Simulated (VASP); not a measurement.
Input of a VASP 6.6.1 run:

Contents of INCAR:

```
SYSTEM = Hf
  PREC = Accurate
  ENCUT = 520
  EDIFF = 1E-6
  ISMEAR = 0
  SIGMA = 0.05
  LREAL = .False.
  LASPH = .True.
  NELM = 80
  ALGO = Normal
  ISIF = 2
  LWAVE = .False.
  LCHARG = .False.
  GGA = PS
  NBANDS = 17
```

File KPOINTS:

```
regular mesh
0
Gamma
  16 16 10
  0 0 0
```

POSCAR

```
Hf
1.0
    3.0677140011      0.0000000000      0.0000000000
   -1.5338570005      2.6567182565      0.0000000000
    0.0000000000      0.0000000000      4.8771413597
Hf
2
Direct
    0.3333333333      0.6666666667      0.2500000000
    0.6666666667      0.3333333333      0.7500000000
```

Potentials or basis: VASP PAW PBE potentials, release 64 (Hf_pv).

The run is started by

```console
$ cat potpaw_PBE.64/Hf_pv/POTCAR > POTCAR
$ mpirun -np 1 vasp_std > vasp.out
```

(1) Estimate the band gap on the k mesh.

(2) What does it give for the pressure?

## Answers

(1) zero (bands 10 and 11 overlap by 1.64 eV).

(2) 10.5 GPa.

Caveat: the cell stands under pressure; the PAW data sets were made with another functional, which shifts forces and pressure a little; spin-orbit coupling is left out, which moves the levels of the heavy elements.
